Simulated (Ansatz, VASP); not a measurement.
# One calculation of SnTe, two programs

```
CELL_PARAMETERS angstrom
0.00000 3.58398 3.58398
3.58398 0.00000 3.58398
3.58398 3.58398 0.00000
ATOMIC_POSITIONS crystal
Sn 0.00000 0.00000 0.00000
Te 0.25000 0.25000 0.25000
```

Alike in both runs: task single point; functional PBE-based screened hybrid; k mesh 4 × 4 × 4; occupations fermi-dirac, width 0.02 eV; no spin polarisation.

|  | VASP | Ansatz |
| --- | --- | --- |
| version | VASP 6.6.1 | Ansatz 0.2.0 |
| potentials or method | VASP PAW PBE potentials, release 64 (Sn_d, Te) | plane waves |
| plane-wave cutoff (eV) | 520 | 420 |
| valence electrons in the cell | 20 | 30 |

```tsv
	VASP	Ansatz	Ansatz less VASP
pressure (GPa)	0.0	0.1	+0.10
```

VASP's potentials were made for PBE, not for PBE-based screened hybrid. VASP's potentials hold 20 valence electrons a cell and Ansatz's 30, so a difference there can come from the potentials and not from the codes. Ansatz's warnings: stress exchange threshold loose, stress scf threshold loose.

Neither program's run includes spin-orbit coupling.
